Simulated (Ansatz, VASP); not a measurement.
# GaAs in VASP and in Ansatz

Contents of POSCAR:

```
GaAs
1.0
    0.0000000000      2.7089250450      2.7089250450
    2.7089250450      0.0000000000      2.7089250450
    2.7089250450      2.7089250450      0.0000000000
As Ga
1 1
Direct
    0.2500000000      0.2500000000      0.2500000000
    0.0000000000      0.0000000000      0.0000000000
```

File INCAR.step1:

```
SYSTEM = GaAs
  PREC = Accurate
  ENCUT = 520
  EDIFF = 1E-5
  ISMEAR = 0
  SIGMA = 0.1
  LREAL = .FALSE.
  LASPH = .TRUE.
  NELM = 100
  ALGO = Normal
  ISIF = 2
  LWAVE = .TRUE.
  GGA = PE
  NBANDS = 16
```

INCAR.step2

```
SYSTEM = GaAs
  PREC = Accurate
  ENCUT = 520
  EDIFF = 1E-7
  ISMEAR = 0
  SIGMA = 0.1
  LREAL = .FALSE.
  LASPH = .TRUE.
  NELM = 100
  ALGO = Normal
  ISIF = 2
  LWAVE = .FALSE.
  LCHARG = .TRUE.
  GGA = PE
  LHFCALC = .TRUE.
  AEXX = 0.25
  PRECFOCK = Normal
  LELF = .TRUE.
  LVHAR = .TRUE.
  ISTART = 1
  NBANDS = 16
```

KPOINTS

```
regular mesh
0
G
  5 5 5
  0 0 0
```

File input.yaml:

```yaml
crystal:
  lattice:
    - [0.0, 2.708925045, 2.708925045]
    - [2.708925045, 0.0, 2.708925045]
    - [2.708925045, 2.708925045, 0.0]
  atoms:
    - { symbol: As, position: [0.25, 0.25, 0.25] }
    - { symbol: Ga, position: [0.0, 0.0, 0.0] }
hamiltonian:
  xc: pbe0
  pseudopotentials: { kind: nc }
kpoints:
  mp_grid: { grid: [5, 5, 5] }
scf:
  occupations: { method: gaussian, width: 0.1 }
output:
  forces: true
  stress: true
  eigenvalues: true
  write_density: true
  write_potential: true
  elf: true
  volumetric_format: npy
```

Change from the starting cell: volume scaled by 0.88.

Alike in both runs: functional PBE0; k mesh 5 × 5 × 5; occupations gaussian, width 0.1 eV; no spin polarisation.

```csv
,VASP,Ansatz
version,VASP 6.6.1,Ansatz 0.2.0
potentials or method,"VASP PAW PBE potentials, release 64 (As, Ga_d)",Ansatz NC
plane-wave cutoff (eV),520,1143
valence electrons in the cell,18,28
task,single point,electron localisation function
```

|  | VASP | Ansatz | Ansatz less VASP |
| --- | --- | --- | --- |
| gap on the k mesh at the Fermi level (eV) | 2.54 | 2.69 | +0.141 |
| least direct gap on the mesh (eV) | 3.25 | 3.00 | -0.242 |
| pressure (GPa) | 14.0 | 9.6 | -4.35 |

One of these differences is far larger than is usual between the two programs; its cause wasn't traced. VASP's potentials hold 18 valence electrons a cell and Ansatz's 28, so a difference there can come from the potentials and not from the codes.

Noted on Ansatz's run: odd divisions of the mesh miss points on the zone boundary, where band edges often lie, so the gap on the mesh can be too wide.
